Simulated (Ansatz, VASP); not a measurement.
## SnC2 in VASP and in Ansatz

```
Sn C
1.0
    -2.03497    2.03497    3.29830
     2.03497   -2.03497    3.29830
     2.03497    2.03497   -3.29830
Sn C
1 2
Direct
  0.00000 0.00000 0.00000
  0.59627 0.59627 0.00000
  0.40373 0.40373 0.00000
```

Alike in both runs: functional PBE; k mesh 10 × 10 × 10; occupations gaussian, width 0.02 eV; no spin polarisation.

Ansatz relaxed the structure, and its values are those at the end. VASP's run is a single point on that final structure, the one shown.

|  | VASP | Ansatz |
| --- | --- | --- |
| version | VASP 6.6.1 | Ansatz 0.2.0 |
| potentials or method | VASP PAW PBE potentials, release 64 (Sn_d, C_h), cutoff 910 eV | scalar-relativistic, plane waves, PAW |
| valence electrons in the cell | 22 | 22 |

Ansatz gave:

| Quantity | Value |
| --- | --- |
| gap on the k mesh at the Fermi level (eV) | 0.95 |
| least direct gap on the mesh (eV) | 1.70 |
| rms of the force components (eV/Å) | 0.001 |

**Question.** Which values does VASP return?

**Answer.** gap on the k mesh at the Fermi level (eV): 0.95; least direct gap on the mesh (eV): 1.70; rms of the force components (eV/Å): 0.009.

Noted on VASP's run: the cutoff is short for stress, so the pressure is rough.
